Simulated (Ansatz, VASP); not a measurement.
# GaN in VASP and in Ansatz

POSCAR

```
GaN
1.0
    3.2010602164      0.0000000000      0.0000000000
   -1.6005301082      2.7721994664      0.0000000000
    0.0000000000      0.0000000000      5.2002129176
Ga N
2 2
Direct
    0.6666666667      0.3333333333      0.5000000000
    0.3333333333      0.6666666667      0.0000000000
    0.6666666667      0.3333333333      0.8750000000
    0.3333333333      0.6666666667      0.3750000000
```

Contents of INCAR.step1:

```
ALGO = Normal
EDIFF = 1E-5
ENCUT = 910
GGA = PE
GGA_COMPAT = F
ISMEAR = -1
LASPH = T
LCHARG = F
LREAL = F
LWAVE = T
NBANDS = 26
NELM = 120
PREC = Accurate
SIGMA = 0.05
```

File INCAR.step2:

```
ALGO = Normal
BPARAM = 11.95
CPARAM = 0.0093
EDIFF = 1E-6
ENCUT = 910
GGA_COMPAT = F
ISIF = 2
ISMEAR = -1
ISTART = 1
IVDW_NL = 2
LASPH = T
LCHARG = F
LMIXTAU = T
LREAL = F
LUSE_VDW = T
LWAVE = F
METAGGA = R2SCAN
NBANDS = 26
NELM = 120
PREC = Accurate
SIGMA = 0.05
```

The input KPOINTS:

```
k-points
0
Gamma
  10 10 5
```

The input input.yaml:

```yaml
crystal:
  lattice:
    - [3.2010602164, 0.0, 0.0]
    - [-1.6005301082, 2.7721994664, 0.0]
    - [0.0, 0.0, 5.2002129176]
  atoms:
    - { symbol: Ga, position: [0.6666666667, 0.3333333333, 0.5] }
    - { symbol: Ga, position: [0.3333333333, 0.6666666667, 0.0] }
    - { symbol: "N", position: [0.6666666667, 0.3333333333, 0.875] }
    - { symbol: "N", position: [0.3333333333, 0.6666666667, 0.375] }
hamiltonian:
  xc: r2scan
  pseudopotentials: { kind: paw }
  dispersion: rvv10
kpoints:
  mp_grid: { grid: [10, 10, 5] }
scf:
  occupations: { method: fermi_dirac, width: 0.05 }
output:
  forces: true
  stress: true
  eigenvalues: true
```

Alike in both runs: task single point; functional r2SCAN; dispersion rVV10; k mesh 10 × 10 × 5; occupations fermi-dirac, width 0.05 eV; no spin polarisation.

|  | VASP | Ansatz |
| --- | --- | --- |
| version | VASP 6.6.1 | Ansatz 0.2.0 |
| potentials or method | VASP PAW PBE potentials, release 64 (Ga_d, N_h) | Ansatz PAW |
| plane-wave cutoff (eV) | 910 | 500 |
| valence electrons in the cell | 36 | 36 |

```tsv
	VASP	Ansatz	Ansatz less VASP
gap on the k mesh at the Fermi level (eV)	2.20	2.21	+0.007
least direct gap on the mesh (eV)	2.20	2.21	+0.007
rms of the force components (eV/Å)	0.078	0.078	+0.0001
```

VASP's potentials were made for PBE, not for r2SCAN. Atom by atom the forces differ by 0.000 eV/Å (rms over components).

Noted on VASP's run: the cutoff is short for stress, so the pressure is rough. Noted on Ansatz's run: odd divisions of the mesh miss points on the zone boundary, where band edges often lie, so the gap on the mesh can be too wide.
